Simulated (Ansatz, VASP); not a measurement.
## Zn in VASP and in Ansatz

File INCAR:

```
PREC = Accurate
ENCUT = 520
EDIFF = 1E-6
ISMEAR = 0
SIGMA = 0.15
LREAL = F
LASPH = T
NELM = 80
ALGO = Fast
ISIF = 2
LWAVE = F
LCHARG = T
GGA = CA
LELF = T
LVHAR = T
NBANDS = 12
```

The input KPOINTS:

```
Automatic mesh
0
Gamma
  20 20 20
```

POSCAR

```
Zn
1.0
   -1.5256636816      1.5056386871      1.5658642346
    1.5256636816     -1.5056386871      1.5658642346
    1.5256636816      1.5056386871     -1.5658642346
Zn
1
Direct
    0.0000000000      0.0000000000      0.0000000000
```

Input for Ansatz:

```yaml
crystal:
  lattice:
    - [-1.5256636816, 1.5056386871, 1.5658642346]
    - [1.5256636816, -1.5056386871, 1.5658642346]
    - [1.5256636816, 1.5056386871, -1.5658642346]
  atoms:
    - { symbol: Zn, position: [0.0, 0.0, 0.0] }
basis:
  ecutwfc: 520.0
kpoints:
  mp_grid: { grid: [20, 20, 20] }
hamiltonian:
  xc: lda
  pseudopotentials: { kind: paw }
scf:
  occupations: { method: gaussian, width: 0.15 }
output:
  forces: true
  stress: true
  eigenvalues: true
```

Change from the starting cell: normal strain along x +0.0133, normal strain along z +0.0400.

Alike in both runs: task single point; functional LDA; k mesh 20 × 20 × 20; occupations gaussian, width 0.15 eV; no spin polarisation.

|  | VASP | Ansatz |
| --- | --- | --- |
| version | VASP 6.6.1 | Ansatz 0.2.0 |
| potentials or method | VASP PAW LDA potentials, release 64 (Zn), cutoff 520 eV | scalar-relativistic, plane waves, PAW |
| valence electrons in the cell | 12 | 12 |

VASP gave:

* gap on the k mesh at the Fermi level (eV): none
* pressure (GPa): -3.7
* traceless stress, the component that is largest in VASP (GPa): 0.99

**Question.** What did Ansatz give for the same quantities?

**Answer.** gap on the k mesh at the Fermi level (eV): none; pressure (GPa): -4.3; traceless stress, the component that is largest in VASP (GPa): 1.00.

LDA's correlation is that of Perdew and Zunger in VASP and of Perdew and Wang (1992) in Ansatz. A gap of «none» marks a metal or a gap that the smearing closes.
